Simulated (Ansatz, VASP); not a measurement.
**AlN: VASP beside Ansatz**

The input POSCAR:

```
AlN
1.0
    0.0676630466      2.1771612309      2.1771612309
    2.1771612309      0.0676630466      2.1771612309
    2.1771612309      2.1771612309      0.0676630466
Al N
1 1
Direct
    0.0022524847      0.0022524847      0.0022524847
    0.2477475153      0.2477475153      0.2477475153
```

Contents of INCAR.step1:

```
SYSTEM = AlN
PREC = Accurate ; ENCUT = 520
ISMEAR = 0 ; SIGMA = 0.01
LREAL = .False. ; LASPH = .True.
NELM = 100 ; NBANDS = 11
GGA = PE ; ALGO = Normal
EDIFF = 1E-4 ; LWAVE = .True.
LCHARG = .False.
```

Contents of INCAR.step2:

```
SYSTEM = AlN
PREC = Accurate ; ENCUT = 520
EDIFF = 1E-6 ; ISMEAR = 0
SIGMA = 0.01 ; LREAL = .False.
LASPH = .True. ; NELM = 100
ALGO = Normal ; ISIF = 2
LWAVE = .False. ; LCHARG = .False.
METAGGA = R2SCAN ; LMIXTAU = .True.
NBANDS = 11 ; ISTART = 1
```

The input KPOINTS:

```
regular mesh
0
Gamma
  10 10 10
  0 0 0
```

Input for Ansatz:

```yaml
crystal:
  lattice:
    - [0.0676630466, 2.1771612309, 2.1771612309]
    - [2.1771612309, 0.0676630466, 2.1771612309]
    - [2.1771612309, 2.1771612309, 0.0676630466]
  atoms:
    - { symbol: Al, position: [0.0022524847, 0.0022524847, 0.0022524847] }
    - { symbol: "N", position: [0.2477475153, 0.2477475153, 0.2477475153] }
kpoints:
  mp_grid: { grid: [10, 10, 10] }
  band_path:
    path:
      - [0.0, 0.0, 0.0]
      - [-0.5, -0.5, 0.0]
      - [-0.375, -0.375, 0.25]
      - [-0.375, 0.0, 0.375]
      - [0.0, 0.0, 0.5]
      - [-0.5, -0.25, 0.25]
    npoints: 1
hamiltonian:
  xc: r2scan
scf:
  occupations: { method: fixed }
  n_extra_bands: 4
output:
  forces: true
  stress: true
  eigenvalues: true
```

Change from the starting cell: epitaxial_111 strain -3.5%.

Alike in both runs: task single point; functional r2SCAN; k mesh 10 × 10 × 10; no spin polarisation.

```csv
,VASP,Ansatz
version,VASP 6.6.1,Ansatz 0.2.0
potentials or method,"VASP PAW PBE potentials, release 64 (Al, N)","plane waves, PAW"
plane-wave cutoff (eV),520,500
occupations,"gaussian, width 0.01 eV",fixed
valence electrons in the cell,8,8
```

Ansatz gave:

| Item | Value |
| --- | --- |
| gap on the k mesh at the Fermi level (eV) | 3.78 |
| pressure (GPa) | 13.7 |
| traceless stress, the component that is largest in VASP (GPa) | -6.89 |
| rms of the force components (eV/Å) | 0.002 |

Question: Estimate VASP's values.

Answer: gap on the k mesh at the Fermi level (eV): 3.77; pressure (GPa): 13.4; traceless stress, the component that is largest in VASP (GPa): -6.96; rms of the force components (eV/Å): 0.006.

VASP's potentials were made for PBE, not for r2SCAN. Atom by atom the forces differ by 0.004 eV/Å (rms over components).
